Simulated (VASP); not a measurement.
# MoN2 (Cmmm) in VASP: further runs

The runs below take MoN2 through single point, with PBEsol.

Everything below comes from runs of VASP 6.6.1. Logs are shortened: lines on timing, memory, paths and dates and some standing lists are left out, and cuts for length are marked.

## (1) The cell of the first run

Symmetry: Cmmm, No. 65, orthorhombic system. The conventional cell has a = 6.040 Å, b = 6.085 Å, c = 2.728 Å, α = 90.00°, β = 90.00°, γ = 90.00°. Mo (site symmetry 2/m) has 16 N at 2.20 to 3.00 Å and 6 Mo at 2.73 to 3.04 Å within 3.1 Å. Within 1.8 Å of N (site symmetry m2m) lie 1 N at 1.37 Å. Within 1.8 Å of N (site symmetry 2mm) lie 1 N at 1.36 Å.

## (2) Single point, PBEsol (strain +0.0075 x Voigt [0, 0, 0, 0, 0, 1])

The input, INCAR:

```
PREC = Accurate ; ENCUT = 520
EDIFF = 1E-6 ; ISMEAR = 0
SIGMA = 0.15 ; LREAL = False
LASPH = True ; NELM = 80
ALGO = Fast ; ISIF = 2
LWAVE = False ; LCHARG = False
GGA = PS ; NBANDS = 33
```

The input, KPOINTS:

```
Automatic mesh
0
Gamma
  12 12 18
```

The input, POSCAR:

```
MoN2
1.0
    4.2866467491      0.0160749253      0.0000000000
    0.0160749253      4.2866467491      0.0000000000
    0.0000000000      0.0000000000      2.7284347069
Mo N
2 4
Direct
    0.5000000000      0.5000000000      0.0000000000
    0.0000000000      0.0000000000      0.0000000000
    0.8872955619      0.3872955619      0.5000000000
    0.1127044381      0.6127044381      0.5000000000
    0.3872955619      0.1127044381      0.5000000000
    0.6127044381      0.8872955619      0.5000000000
```

Potentials or basis: VASP PAW PBE potentials, release 64 (Mo_sv, N).

Launch:

```bash
cat potpaw_PBE.64/Mo_sv/POTCAR potpaw_PBE.64/N/POTCAR > POTCAR
mpirun -np 1 vasp_std > vasp.out
```

OUTCAR:

```text
PREC = Accurate
   ENCUT = 520
   EDIFF = 1E-6
   ISMEAR = 0
   LREAL = False
   LASPH = True
   NELM = 80
   ISIF = 2
   GGA = PS

 ion  position               nearest neighbor table
   1  0.500  0.500  0.000-   3 2.20   4 2.20   3 2.20   4 2.20   5 2.21   6 2.21   5 2.21   6 2.21
                             2 3.02   2 3.02   2 3.04   2 3.04
   2  0.000  0.000  0.000-   3 2.20   4 2.20   3 2.20   4 2.20   5 2.21   6 2.21   5 2.21   6 2.21
                             1 3.02   1 3.02   1 3.04   1 3.04
   3  0.887  0.387  0.500-   4 1.37   2 2.20   1 2.20   1 2.20   2 2.20
   4  0.113  0.613  0.500-   3 1.37   2 2.20   1 2.20   1 2.20   2 2.20
   5  0.387  0.113  0.500-   6 1.36   2 2.21   1 2.21   1 2.21   2 2.21
   6  0.613  0.887  0.500-   5 1.36   2 2.21   1 2.21   1 2.21   2 2.21

  LATTYP: Found a base centered orthorhombic cell.
 ALAT       =     6.0395005923
 B/A-ratio  =     1.0075282309
 C/A-ratio  =     0.4517649539

  Lattice vectors:

 A1 = (  -0.0160749253,  -4.2866467491,   0.0000000000)
 A2 = (   4.2866467491,   0.0160749253,   0.0000000000)
 A3 = (   0.0000000000,   0.0000000000,   2.7284347069)

Analysis of symmetry for initial positions (statically):
=====================================================================
 Subroutine PRICEL returns:
 Original cell was already a primitive cell.

 Routine SETGRP: Setting up the symmetry group for a
 base centered orthorhombic supercell.

 Subroutine GETGRP returns: Found  8 space group operations
 (whereof  4 operations were pure point group operations)
 out of a pool of  8 trial point group operations.

The static configuration has the point symmetry C_2h.
 The point group associated with its full space group is D_2h.

Analysis of symmetry for dynamics (positions and initial velocities):
=====================================================================
 Subroutine PRICEL returns:
 Original cell was already a primitive cell.

 Routine SETGRP: Setting up the symmetry group for a
 base centered orthorhombic supercell.

 Subroutine GETGRP returns: Found  8 space group operations
 (whereof  4 operations were pure point group operations)
 out of a pool of  8 trial point group operations.

The dynamic configuration has the point symmetry C_2h.
 The point group associated with its full space group is D_2h.

 Subroutine INISYM returns: Found  8 space group operations
 (whereof  4 operations are pure point group operations),
 and found     1 'primitive' translations

----------------------------------------------------------------------------------------

                                     Primitive cell

  volume of cell :      50.1352

  direct lattice vectors                    reciprocal lattice vectors
     4.286646749  0.016074925  0.000000000     0.233285858 -0.000874822  0.000000000
     0.016074925  4.286646749  0.000000000    -0.000874822  0.233285858  0.000000000
     0.000000000  0.000000000  2.728434707     0.000000000  0.000000000  0.366510511

  length of vectors
     4.286676889  4.286676889  2.728434707     0.233287498  0.233287498  0.366510511

  position of ions in fractional coordinates (direct lattice)
     0.500000000  0.500000000  0.000000000
     0.000000000  0.000000000  0.000000000
     0.887295562  0.387295562  0.500000000
     0.112704438  0.612704438  0.500000000
     0.387295562  0.112704438  0.500000000
     0.612704438  0.887295562  0.500000000

  ion indices of the primitive-cell ions
   primitive index   ion index
                 1           1
                 2           2
                 3           3
                 4           4
                 5           5
                 6           6

----------------------------------------------------------------------------------------

 KPOINTS: Automatic mesh

Automatic generation of k-mesh.
 Grid dimensions read from file:
 generate k-points for:   12   12   18

 Generating k-lattice:

  Cartesian coordinates                     Fractional coordinates (reciprocal lattice)
     0.019440488 -0.000072902  0.000000000     0.083333333  0.000000000  0.000000000
    -0.000072902  0.019440488  0.000000000     0.000000000  0.083333333  0.000000000
     0.000000000  0.000000000  0.020361695     0.000000000  0.000000000  0.055555556

  Length of vectors
     0.019440625  0.019440625  0.020361695

  Shift w.r.t. Gamma in fractional coordinates (k-lattice)
     0.000000000  0.000000000  0.000000000

 Subroutine IBZKPT returns following result:
 ===========================================

 Found    430 irreducible k-points:

 Following reciprocal coordinates:
            Coordinates               Weight
  0.000000  0.000000  0.000000      1.000000
  0.083333 -0.000000  0.000000      4.000000
  0.166667 -0.000000  0.000000      4.000000
  0.250000 -0.000000  0.000000      4.000000
  0.333333 -0.000000  0.000000      4.000000
  0.416667 -0.000000  0.000000      4.000000
[... 16 lines left out ...]
  0.500000  0.166667  0.000000      4.000000
 -0.416667  0.166667  0.000000      4.000000
 [... further k-points ...]
   k-points           NKPTS =    430   k-points in BZ     NKDIM =    430   number of bands    NBANDS=     33
   number of dos      NEDOS =    301   number of ions     NIONS =      6
   total plane-waves  NPLWV =  20480
   dimension x,y,z NGX =    32 NGY =   32 NGZ =   20
   dimension x,y,z NGXF=    64 NGYF=   64 NGZF=   40
   ions per type =               2   4
   NGX,Y,Z   is equivalent  to a cutoff of  12.41, 12.41, 12.19 a.u.
   NGXF,Y,Z  is equivalent  to a cutoff of  24.82, 24.82, 24.37 a.u.
 SYSTEM =  unknown system
   PREC   = accura    normal or accurate (medium, high low for compatibility)
   ISTART =      0    job   : 0-new  1-cont  2-samecut
   ICHARG =      2    charge: 1-file 2-atom 10-const
   ISPIN  =      1    spin polarized calculation?
   LNONCOLLINEAR =      F non collinear calculations
   LSORBIT =      F    spin-orbit coupling
   LASPH  =      T    aspherical Exc in radial PAW
   ENCUT  =  520.0 eV  38.22 Ry    6.18 a.u.   7.97  7.97  5.07*2*pi/ulx,y,z
   NELM   =     80;   NELMIN=  2; NELMDL= -5     # of ELM steps
   EDIFF  = 0.1E-05   stopping-criterion for ELM
   LREAL  =      F    real-space projection
   EDIFFG = 0.1E-04   stopping-criterion for IOM
   NSW    =      0    number of steps for IOM
   IBRION =     -1    ionic relax: 0-MD 1-quasi-New 2-CG
   NFREE  =      0    steps in history (QN), initial steepest desc. (CG)
   ISIF   =      2    stress and relaxation
   ISYM   =      2    0-nonsym 1-usesym 2-fastsym
   POTIM  = 0.5000    time-step for ionic-motion
   TEBEG  =    0.0;   TEEND  =   0.0 temperature during run
   PSTRESS=    0.0 pullay stress
   NELECT =      48.0000    total number of electrons
   NUPDOWN=      -1.0000    fix difference up-down
   EMIN   =  10.00;   EMAX   =-10.00  energy-range for DOS
   EFERMI =   0.00;   METHOD = LEGACY
   ISMEAR =     0;   SIGMA  =   0.15  broadening in eV -4-tet -1-fermi 0-gaus
   EFERMI_NEDOS =   21; number of points for ismear=-14 and -15
   IALGO  =     68    algorithm
   IMIX   =      4    mixing-type and parameters
     AMIX     =   0.40;   BMIX     =  1.00
     AMIX_MAG =   1.60;   BMIX_MAG =  1.00
  volume/ion in A,a.u.               =       8.36        56.39
  Fermi-wavevector in a.u.,A,eV,Ry     =   1.613520  3.049110 35.422034  2.603446
  Thomas-Fermi vector in A             =   2.708576
   LORBIT       =      0    0 simple, 1 ext, 2 COOP (PROOUT), +10 PAW based schemes
   GGA     = PS    functional components
   LHFCALC =     F    Hartree Fock is set to
   AEXX    =    0.0000 exact exchange contribution
   IVDW    =     0    specifies the selected vdW correction
   LEPSILON=     F    determine dielectric tensor
   LRPA    =     F    only Hartree local field effects (RPA)
 non-spin polarized calculation
 RMM-DIIS sequential band-by-band and
 Gauss-broadening in eV      SIGMA  =   0.15
  energy-cutoff  :      520.00
  volume of cell :       50.14
 maximum number of plane-waves:      1380
   NGX = 15   NGY = 15   NGZ = 11

 number of electron      48.0000003 magnetization

 Free energy of the ion-electron system (eV)
  ---------------------------------------------------
  ext. energy  EPLUGINS =         0.00000000
  ---------------------------------------------------
  free energy    TOTEN  =       -58.79522334 eV

  energy without entropy =      -58.77560437  energy(sigma->0) =      -58.78541385

 E-fermi :  12.6754     XC(G=0): -14.1064

 val. band max:       12.6733222678   @ k =   0.4167   0.3333   0.1667
 cond. band min:      12.6773915208   @ k =  -0.4167   0.4167   0.0556
 fundamental gap:      0.0040692530
 Fermi energy:        12.6753845989

 k-point     1 :       0.0000    0.0000    0.0000
  band No.  band energies     occupation
      1     -49.2930      2.00000
      2     -49.2201      2.00000
      3     -23.5732      2.00000
      4     -23.5532      2.00000
      5     -23.1756      2.00000
      6     -23.1623      2.00000
[... 25 lines left out ...]
     32      18.8089      0.00000
     33      21.1838      0.00000

 k-point     2 :       0.0833   -0.0000    0.0000
  band No.  band energies     occupation
      1     -49.2918      2.00000
      2     -49.2213      2.00000
      3     -23.5672      2.00000
      4     -23.5477      2.00000
      5     -23.1832      2.00000
      6     -23.1703      2.00000
[... 25 lines left out ...]
     32      18.7177      0.00000
     33      21.1970      0.00000

 k-point     3 :       0.1667   -0.0000    0.0000
  band No.  band energies     occupation
      1     -49.2881      2.00000
      2     -49.2249      2.00000
      3     -23.5500      2.00000
      4     -23.5311      2.00000
      5     -23.2059      2.00000
      6     -23.1930      2.00000
[... 25 lines left out ...]
     32      18.4647      0.00000
     33      19.9849      0.00000

 k-point     4 :       0.2500   -0.0000    0.0000
  band No.  band energies     occupation
      1     -49.2822      2.00000
      2     -49.2306      2.00000
      3     -23.5228      2.00000
      4     -23.5032      2.00000
      5     -23.2426      2.00000
      6     -23.2269      2.00000
[... 25 lines left out ...]
     32      18.0795      0.00000
     33      19.8582      0.00000

 k-point     5 :       0.3333   -0.0000    0.0000
  band No.  band energies     occupation
      1     -49.2746      2.00000
      2     -49.2381      2.00000
      3     -23.4872      2.00000
      4     -23.4649      2.00000
      5     -23.2896      2.00000
      6     -23.2693      2.00000
[... 604 lines left out ...]
 k-point    22 :       0.4167    0.1667    0.0000
  band No.  band energies     occupation
      1     -49.2652      2.00000
      2     -49.2472      2.00000
      3     -23.5599      2.00000
      4     -23.4643      2.00000
      5     -23.2988      2.00000
      6     -23.2063      2.00000
[... 25 lines left out ...]
     32      17.0049      0.00000
     33      20.0215      0.00000

 k-point    23 :       0.5000    0.1667    0.0000
  band No.  band energies     occupation
      1     -49.2570      2.00000
      2     -49.2554      2.00000
      3     -23.5206      2.00000
      4     -23.5107      2.00000
      5     -23.2527      2.00000
      6     -23.2489      2.00000
[... 25 lines left out ...]
     32      16.5560      0.00000
     33      20.6327      0.00000

 k-point    24 :      -0.4167    0.1667    0.0000
  band No.  band energies     occupation
      1     -49.2636      2.00000
      2     -49.2488      2.00000
      3     -23.5469      2.00000
      4     -23.4700      2.00000
      5     -23.3000      2.00000
      6     -23.2127      2.00000
[... 25 lines left out ...]
     32      16.9640      0.00000
     33      20.0885      0.00000

 [... further k-points ...]

------------------------ aborting loop because EDIFF is reached ----------------------------------------

  FORCE on cell =-STRESS in cart. coord.  units (eV):
  Direction    XX          YY          ZZ          XY          YZ          ZX
  --------------------------------------------------------------------------------------
  -------------------------------------------------------------------------------------
  Total        0.4378814      0.4378814     -0.1053938     -0.7162411      0.0000000      0.0000000
  in kB       13.9934328     13.9934328     -3.3680836    -22.8890070      0.0000000      0.0000000
  external PRESSURE =       8.2062607 kB  Pullay stress =       0.0000000 kB

 VOLUME and BASIS-vectors are now :
 -----------------------------------------------------------------------------
  energy-cutoff  :      520.00
  volume of cell :       50.14
      direct lattice vectors                 reciprocal lattice vectors
     4.286646749  0.016074925  0.000000000     0.233285858 -0.000874822  0.000000000
     0.016074925  4.286646749  0.000000000    -0.000874822  0.233285858  0.000000000
     0.000000000  0.000000000  2.728434707     0.000000000  0.000000000  0.366510511

 POSITION                                       TOTAL-FORCE (eV/Angst)
 -----------------------------------------------------------------------------------
      2.15136      2.15136      0.00000         0.000000      0.000000      0.000000
      0.00000      0.00000      0.00000         0.000000      0.000000      0.000000
      3.80975      1.67446      1.36422        -0.042345     -0.042345      0.000000
      0.49297      2.62826      1.36422         0.042345      0.042345     -0.000000
      1.66201      0.48935      1.36422        -0.157238      0.157238      0.000000
      2.64071      3.81337      1.36422         0.157238     -0.157238      0.000000
 -----------------------------------------------------------------------------------
    total drift:                                0.000000     -0.000000     -0.000000

  FREE ENERGIE OF THE ION-ELECTRON SYSTEM (eV)
  ---------------------------------------------------
  free  energy   TOTEN  =       -58.7952233369 eV

  energy  without entropy=      -58.7756043710  energy(sigma->0) =      -58.78541385
```

Run time: 19 min. Hardware: 1 thread of Oxide Virtual Turin-like, shared host; peak memory 0.56 GiB.

Results:

```yaml
Free_energy: -58.7952 eV
Pressure: 0.8 GPa
Largest_force: 0.222 eV/Å
Band_gap_on_the_k_mesh: zero (bands 24 and 25 overlap by 2.29 eV)
```

Forces in eV/Å, atoms in the order of the input:
```
Mo   0.000  0.000  0.000
Mo   0.000  0.000  0.000
N   -0.042 -0.042  0.000
N    0.042  0.042  0.000
N   -0.157  0.157  0.000
N    0.157 -0.157  0.000
```

Caveat: the cell differs from its parent crystal (strain +0.0075 x Voigt [0, 0, 0, 0, 0, 1]); the PAW data sets were made with another functional, which shifts forces and pressure a little.

## (3) Single point, PBEsol (strain +0.0025 x Voigt [0, 0, 0, 0, 0, 1])

The input, INCAR:

```
SYSTEM = MoN2
PREC = Accurate ; ENCUT = 520
EDIFF = 1E-6 ; ISMEAR = 0
SIGMA = 0.15 ; LREAL = .FALSE.
LASPH = .TRUE. ; NELM = 60
ALGO = Fast ; ISIF = 2
LWAVE = .FALSE. ; LCHARG = .FALSE.
GGA = PS ; NBANDS = 33
```

The input, KPOINTS:

```
regular mesh
0
G
  12 12 18
  0 0 0
```

POSCAR: that of step 2 with these lines changed.

```diff
@@ -2,4 +2,4 @@
 1.0
-    4.2866467491      0.0160749253      0.0000000000
-    0.0160749253      4.2866467491      0.0000000000
+    4.2866467491      0.0053583084      0.0000000000
+    0.0053583084      4.2866467491      0.0000000000
     0.0000000000      0.0000000000      2.7284347069
```

Potentials or basis: VASP PAW PBE potentials, release 64 (Mo_sv, N).

Launch:

```bash
cat potpaw_PBE.64/Mo_sv/POTCAR potpaw_PBE.64/N/POTCAR > POTCAR
mpirun -np 1 vasp_std > vasp.out
```

Wall time 16 min (1 thread of Oxide Virtual Turin-like, shared host); peak memory 0.55 GiB.

The run converged. Its results:

```
Free energy            : -58.7976 eV
Pressure               : 0.8 GPa
Largest force          : 0.166 eV/Å
Band gap on the k mesh : zero (bands 24 and 25 overlap by 2.27 eV)
```

Forces on the atoms (eV/Å):
```
Mo   0.000  0.000  0.000
Mo   0.000  0.000  0.000
N   -0.079 -0.079  0.000
N    0.079  0.079  0.000
N   -0.117  0.117  0.000
N    0.117 -0.117  0.000
```

Stress tensor (GPa, compression positive):
```
 1.36 -0.76  0.00
-0.76  1.36  0.00
 0.00  0.00 -0.32
```

Levels at points of the mesh, in eV from the Fermi level:
| k point | band 21 | band 22 | band 23 | band 24 | band 25 | band 26 | band 27 | band 28 |
| --- | --- | --- | --- | --- | --- | --- | --- | --- |
| (0.00, 0.00, 0.00) | -3.23 | -3.20 | -2.41 | -1.87 | 0.60 | 0.61 | 1.09 | 1.84 |
| (0.50, 0.00, 0.00) | -2.17 | -2.14 | -1.25 | -1.24 | -0.45 | -0.43 | 2.29 | 2.30 |
| (0.50, 0.50, 0.00) | -0.93 | -0.90 | 0.46 | 0.48 | 0.55 | 0.60 | 1.03 | 1.04 |
| (0.00, 0.00, 0.50) | -2.13 | -2.12 | 0.77 | 1.05 | 2.23 | 2.34 | 2.61 | 2.63 |
| (0.50, 0.00, 0.50) | -2.59 | -2.58 | -1.14 | -1.14 | 2.63 | 2.64 | 3.26 | 3.28 |
| (0.50, 0.50, 0.50) | -5.42 | -5.41 | -1.47 | -1.43 | 2.56 | 2.59 | 3.60 | 3.64 |

Caveat: the cell differs from its parent crystal (strain +0.0025 x Voigt [0, 0, 0, 0, 0, 1]); the PAW data sets were made with another functional, which shifts forces and pressure a little.
